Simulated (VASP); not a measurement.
# K in VASP: further runs

Runs on K. Level: PBE+D3(BJ). Tasks: single point.

All numbers are computed with VASP 6.6.1; they aren't measurements. Logs are shortened: lines on timing, memory, paths and dates and some standing lists are left out, and cuts for length are marked.

**1. The cell of the first run**

Symmetry: Fm-3m, No. 225, cubic system. The conventional cell has a = 6.987 Å, b = 6.987 Å, c = 6.987 Å, α = 90.00°, β = 90.00°, γ = 90.00°.

**2. Single point, PBE+D3(BJ) (strain +0.030 along x and y, +0.030 along z)**

Contents of INCAR:

```
PREC     = Accurate       # precision mode
ENCUT    = 520            # plane-wave cutoff, eV
EDIFF    = 1E-6           # SCF threshold, eV
ISMEAR   = 0              # smearing method
SIGMA    = 0.15           # smearing width, eV
LREAL    = F              # projectors in reciprocal space
LASPH    = T              # aspherical terms in the spheres
NELM     = 100            # most SCF steps
ALGO     = Normal         # electronic algorithm
ISIF     = 2              # what is computed and relaxed
LWAVE    = F              # write WAVECAR
LCHARG   = F              # write CHGCAR
GGA      = PE             # functional
IVDW     = 12             # dispersion correction
NBANDS   = 10             # bands
```

Contents of KPOINTS:

```
regular mesh
0
Gamma
  12 12 12
```

Contents of POSCAR:

```
K
1.0
    0.0000000000      3.4936290025      3.4936290025
    3.4936290025      0.0000000000      3.4936290025
    3.4936290025      3.4936290025      0.0000000000
K
1
Direct
    0.0000000000      0.0000000000      0.0000000000
```

Potentials or basis: VASP PAW PBE potentials, release 64 (K_sv).

Run with:

```console
cat potpaw_PBE.64/K_sv/POTCAR > POTCAR
mpirun -np 1 vasp_std > vasp.out
```

OUTCAR:

```text
PREC = Accurate
   ENCUT = 520
   EDIFF = 1E-6
   ISMEAR = 0
   LREAL = F
   LASPH = T
   NELM = 100
   ISIF = 2
   GGA = PE
   IVDW = 12
 IVDW          = 12

 ion  position               nearest neighbor table
   1  0.000  0.000  0.000-

  LATTYP: Found a face centered cubic cell.
 ALAT       =     6.9872580050

  Lattice vectors:

 A1 = (   0.0000000000,   3.4936290025,   3.4936290025)
 A2 = (   3.4936290025,   0.0000000000,   3.4936290025)
 A3 = (   3.4936290025,   3.4936290025,   0.0000000000)

Analysis of symmetry for initial positions (statically):
=====================================================================
 Subroutine PRICEL returns:
 Original cell was already a primitive cell.

 Routine SETGRP: Setting up the symmetry group for a
 face centered cubic supercell.

 Subroutine GETGRP returns: Found 48 space group operations
 (whereof 48 operations were pure point group operations)
 out of a pool of 48 trial point group operations.

The static configuration has the point symmetry O_h .

Analysis of symmetry for dynamics (positions and initial velocities):
=====================================================================
 Subroutine PRICEL returns:
 Original cell was already a primitive cell.

 Routine SETGRP: Setting up the symmetry group for a
 face centered cubic supercell.

 Subroutine GETGRP returns: Found 48 space group operations
 (whereof 48 operations were pure point group operations)
 out of a pool of 48 trial point group operations.

The dynamic configuration has the point symmetry O_h .

 Subroutine INISYM returns: Found 48 space group operations
 (whereof 48 operations are pure point group operations),
 and found     1 'primitive' translations

----------------------------------------------------------------------------------------

                                     Primitive cell

  volume of cell :      85.2826

  direct lattice vectors                    reciprocal lattice vectors
     0.000000000  3.493629003  3.493629003    -0.143117658  0.143117658  0.143117658
     3.493629003  0.000000000  3.493629003     0.143117658 -0.143117658  0.143117658
     3.493629003  3.493629003  0.000000000     0.143117658  0.143117658 -0.143117658

  length of vectors
     4.940737517  4.940737517  4.940737517     0.247887055  0.247887055  0.247887055

  position of ions in fractional coordinates (direct lattice)
     0.000000000  0.000000000  0.000000000

  ion indices of the primitive-cell ions
   primitive index   ion index
                 1           1

----------------------------------------------------------------------------------------

 KPOINTS: regular mesh

Automatic generation of k-mesh.
 Grid dimensions read from file:
 generate k-points for:   12   12   12

 Generating k-lattice:

  Cartesian coordinates                     Fractional coordinates (reciprocal lattice)
    -0.011926471  0.011926471  0.011926471     0.083333333  0.000000000  0.000000000
     0.011926471 -0.011926471  0.011926471     0.000000000  0.083333333  0.000000000
     0.011926471  0.011926471 -0.011926471     0.000000000  0.000000000  0.083333333

  Length of vectors
     0.020657255  0.020657255  0.020657255

  Shift w.r.t. Gamma in fractional coordinates (k-lattice)
     0.000000000  0.000000000  0.000000000

 Subroutine IBZKPT returns following result:
 ===========================================

 Found     72 irreducible k-points:

 Following reciprocal coordinates:
            Coordinates               Weight
  0.000000  0.000000  0.000000      1.000000
  0.083333  0.000000  0.000000      8.000000
  0.166667  0.000000  0.000000      8.000000
  0.250000  0.000000  0.000000      8.000000
  0.333333  0.000000  0.000000      8.000000
  0.416667  0.000000  0.000000      8.000000
[... 16 lines left out ...]
  0.500000  0.166667  0.000000     24.000000
 -0.416667  0.166667  0.000000     24.000000
 [... further k-points ...]
   k-points           NKPTS =     72   k-points in BZ     NKDIM =     72   number of bands    NBANDS=     10
   number of dos      NEDOS =    301   number of ions     NIONS =      1
   total plane-waves  NPLWV =  64000
   dimension x,y,z NGX =    40 NGY =   40 NGZ =   40
   dimension x,y,z NGXF=    80 NGYF=   80 NGZF=   80
   ions per type =               1
   NGX,Y,Z   is equivalent  to a cutoff of  13.46, 13.46, 13.46 a.u.
   NGXF,Y,Z  is equivalent  to a cutoff of  26.92, 26.92, 26.92 a.u.
 SYSTEM =  unknown system
   PREC   = accura    normal or accurate (medium, high low for compatibility)
   ISTART =      0    job   : 0-new  1-cont  2-samecut
   ICHARG =      2    charge: 1-file 2-atom 10-const
   ISPIN  =      1    spin polarized calculation?
   LNONCOLLINEAR =      F non collinear calculations
   LSORBIT =      F    spin-orbit coupling
   LASPH  =      T    aspherical Exc in radial PAW
   ENCUT  =  520.0 eV  38.22 Ry    6.18 a.u.   9.19  9.19  9.19*2*pi/ulx,y,z
   NELM   =    100;   NELMIN=  2; NELMDL= -5     # of ELM steps
   EDIFF  = 0.1E-05   stopping-criterion for ELM
   LREAL  =      F    real-space projection
   EDIFFG = 0.1E-04   stopping-criterion for IOM
   NSW    =      0    number of steps for IOM
   IBRION =     -1    ionic relax: 0-MD 1-quasi-New 2-CG
   NFREE  =      0    steps in history (QN), initial steepest desc. (CG)
   ISIF   =      2    stress and relaxation
   ISYM   =      2    0-nonsym 1-usesym 2-fastsym
   POTIM  = 0.5000    time-step for ionic-motion
   TEBEG  =    0.0;   TEEND  =   0.0 temperature during run
   PSTRESS=    0.0 pullay stress
   NELECT =       9.0000    total number of electrons
   NUPDOWN=      -1.0000    fix difference up-down
   EMIN   =  10.00;   EMAX   =-10.00  energy-range for DOS
   EFERMI =   0.00;   METHOD = LEGACY
   ISMEAR =     0;   SIGMA  =   0.15  broadening in eV -4-tet -1-fermi 0-gaus
   EFERMI_NEDOS =   21; number of points for ismear=-14 and -15
   IALGO  =     38    algorithm
   IMIX   =      4    mixing-type and parameters
     AMIX     =   0.40;   BMIX     =  1.00
     AMIX_MAG =   1.60;   BMIX_MAG =  1.00
  volume/ion in A,a.u.               =      85.28       575.52
  Fermi-wavevector in a.u.,A,eV,Ry     =   0.773634  1.461956  8.143217  0.598510
  Thomas-Fermi vector in A             =   1.875520
   LORBIT       =      0    0 simple, 1 ext, 2 COOP (PROOUT), +10 PAW based schemes
   GGA     = PE    functional components
   LHFCALC =     F    Hartree Fock is set to
   AEXX    =    0.0000 exact exchange contribution
   IVDW    =    12    specifies the selected vdW correction
   LEPSILON=     F    determine dielectric tensor
   LRPA    =     F    only Hartree local field effects (RPA)
 non-spin polarized calculation
 Gauss-broadening in eV      SIGMA  =   0.15
  energy-cutoff  :      520.00
  volume of cell :       85.28
 maximum number of plane-waves:      2332
 NGX is ok and might be reduce to    40
   NGX = 19   NGY = 19   NGZ = 19

 number of electron       9.0000000 magnetization

 Free energy of the ion-electron system (eV)
  ---------------------------------------------------
  ext. energy  EPLUGINS =         0.00000000
  ---------------------------------------------------
  free energy    TOTEN  =        -1.03747872 eV

  energy without entropy =       -1.02864738  energy(sigma->0) =       -1.03306305

 E-fermi :  -0.4205     XC(G=0):  -5.3072

 val. band max:       -0.4858218720   @ k =   0.5000   0.2500   0.0833
 cond. band min:      -0.4148473863   @ k =  -0.4167   0.0833   0.0000
 fundamental gap:      0.0709744857
 Fermi energy:        -0.4205419420

 k-point     1 :       0.0000    0.0000    0.0000
  band No.  band energies     occupation
      1     -32.6469      2.00000
      2     -16.1045      2.00000
      3     -16.1045      2.00000
      4     -16.1045      2.00000
      5      -2.3735      2.00000
      6       3.6411      0.00000
      7       3.6411      0.00000
      8       3.6411      0.00000
      9       4.7868      0.00000
     10       4.7868      0.00000

 k-point     2 :       0.0833    0.0000    0.0000
  band No.  band energies     occupation
      1     -32.6468      2.00000
      2     -16.1071      2.00000
      3     -16.1048      2.00000
      4     -16.1048      2.00000
      5      -2.3010      2.00000
      6       3.4148      0.00000
      7       3.6677      0.00000
      8       3.6677      0.00000
      9       4.7160      0.00000
     10       4.7160      0.00000

 k-point     3 :       0.1667    0.0000    0.0000
  band No.  band energies     occupation
      1     -32.6465      2.00000
      2     -16.1141      2.00000
      3     -16.1059      2.00000
      4     -16.1059      2.00000
      5      -2.0859      2.00000
      6       2.8795      0.00000
      7       3.7120      0.00000
      8       3.7120      0.00000
      9       4.6070      0.00000
     10       4.6070      0.00000

 k-point     4 :       0.2500    0.0000    0.0000
  band No.  band energies     occupation
      1     -32.6461      2.00000
      2     -16.1237      2.00000
      3     -16.1072      2.00000
      4     -16.1072      2.00000
      5      -1.7355      2.00000
      6       2.2049      0.00000
      7       3.6827      0.00000
      8       3.6827      0.00000
      9       4.6543      0.00000
     10       4.6543      0.00000
[... 222 lines left out ...]
 k-point    22 :       0.4167    0.1667    0.0000
  band No.  band energies     occupation
      1     -32.6453      2.00000
      2     -16.1348      2.00000
      3     -16.1135      2.00000
      4     -16.1121      2.00000
      5      -0.8451      1.99994
      6       1.3688      0.00000
      7       2.8717      0.00000
      8       3.5872      0.00000
      9       4.2974      0.00000
     10       5.3805      0.00000

 k-point    23 :       0.5000    0.1667    0.0000
  band No.  band energies     occupation
      1     -32.6450      2.00000
      2     -16.1389      2.00000
      3     -16.1156      2.00000
      4     -16.1122      2.00000
      5      -0.2449      0.09765
      6       0.6616      0.00000
      7       2.7371      0.00000
      8       3.5484      0.00000
      9       4.3824      0.00000
     10       5.4493      0.00000

 k-point    24 :      -0.4167    0.1667    0.0000
  band No.  band energies     occupation
      1     -32.6450      2.00000
      2     -16.1392      2.00000
      3     -16.1168      2.00000
      4     -16.1114      2.00000
      5      -0.0301      0.00023
      6       0.4343      0.00000
      7       2.6497      0.00000
      8       3.5624      0.00000
      9       4.5339      0.00000
     10       5.2243      0.00000

 [... further k-points ...]

------------------------ aborting loop because EDIFF is reached ----------------------------------------

 Edisp (eV)   -0.09686

 E8    (eV) :    -0.0523

  FORCE on cell =-STRESS in cart. coord.  units (eV):
  Direction    XX          YY          ZZ          XY          YZ          ZX
  --------------------------------------------------------------------------------------
  -------------------------------------------------------------------------------------
  Total      -0.31611    -0.31611    -0.31611    -0.00000     0.00000     0.00000
  in kB      -5.93863    -5.93863    -5.93863    -0.00000     0.00000     0.00000
  external pressure =       -5.94 kB  Pullay stress =        0.00 kB

 VOLUME and BASIS-vectors are now :
 -----------------------------------------------------------------------------
  energy-cutoff  :      520.00
  volume of cell :       85.28
      direct lattice vectors                 reciprocal lattice vectors
     0.000000000  3.493629003  3.493629003    -0.143117658  0.143117658  0.143117658
     3.493629003  0.000000000  3.493629003     0.143117658 -0.143117658  0.143117658
     3.493629003  3.493629003  0.000000000     0.143117658  0.143117658 -0.143117658

 POSITION                                       TOTAL-FORCE (eV/Angst)
 -----------------------------------------------------------------------------------
      0.00000      0.00000      0.00000         0.000000      0.000000      0.000000
 -----------------------------------------------------------------------------------
    total drift:                               -0.000000     -0.000000     -0.000000

  FREE ENERGIE OF THE ION-ELECTRON SYSTEM (eV)
  ---------------------------------------------------
  free  energy   TOTEN  =        -1.1343432409 eV

  energy  without entropy=       -1.1255118956  energy(sigma->0) =       -1.12992757
```

Run time: 65 s. Hardware: 1 thread of Intel Xeon Platinum 8259CL at 2.50GHz (Skylake/Cascade Lake), shared host; peak memory 0.26 GiB.

Results:

| Quantity | Value |
| --- | --- |
| Free energy | -1.1343 eV |
| Pressure | -0.6 GPa |
| Dispersion energy per atom | -0.097 eV |

Caveat: the cell differs from its parent crystal (strain +0.030 along x and y, +0.030 along z); pairwise dispersion overbinds metals, which lowers pressure and volume.

**3. Single point, PBE+D3(BJ) (strain +0.015 along x and y, +0.030 along z)**

Contents of INCAR:

```
ALGO = Fast
EDIFF = 1E-6
ENCUT = 520
GGA = PE
ISIF = 2
ISMEAR = 0
IVDW = 12
LASPH = T
LCHARG = F
LREAL = F
LWAVE = F
NBANDS = 10
NELM = 80
PREC = Accurate
SIGMA = 0.15
```

Contents of KPOINTS:

```
k-points
0
Gamma
  12 12 12
```

Contents of POSCAR:

```
K
1.0
    0.0000000000      3.4427509103      3.4936290025
    3.4427509103      0.0000000000      3.4936290025
    3.4427509103      3.4427509103      0.0000000000
K
1
Direct
    0.0000000000      0.0000000000      0.0000000000
```

Potentials or basis: VASP PAW PBE potentials, release 64 (K_sv).

Run with:

```console
cat potpaw_PBE.64/K_sv/POTCAR > POTCAR
mpirun -np 1 vasp_std > vasp.out
```

Run time: 2.3 min. Hardware: 1 thread of Intel Xeon Platinum 8259CL at 2.50GHz (Skylake/Cascade Lake), shared host; peak memory 0.29 GiB.

Results (log left out):

| Item | Value |
| --- | --- |
| Free energy | -1.1429 eV |
| Pressure | -0.5 GPa |
| Dispersion energy per atom | -0.100 eV |

Levels at points of the mesh, in eV from the Fermi level:
```tsv
k point	band 2	band 3	band 4	band 5	band 6	band 7	band 8	band 9
(0.00, 0.00, 0.00)	-15.66	-15.66	-15.66	-1.99	4.06	4.11	4.11	5.21
(0.50, 0.00, 0.00)	-15.70	-15.67	-15.67	0.32	0.52	3.85	3.93	5.72
(0.50, 0.50, 0.00)	-15.70	-15.68	-15.68	0.90	1.20	2.37	4.59	4.59
(0.50, 0.00, 0.50)	-15.70	-15.68	-15.68	0.96	1.29	2.33	4.49	4.50
```

Caveat: the cell differs from its parent crystal (strain +0.015 along x and y, +0.030 along z); pairwise dispersion overbinds metals, which lowers pressure and volume.
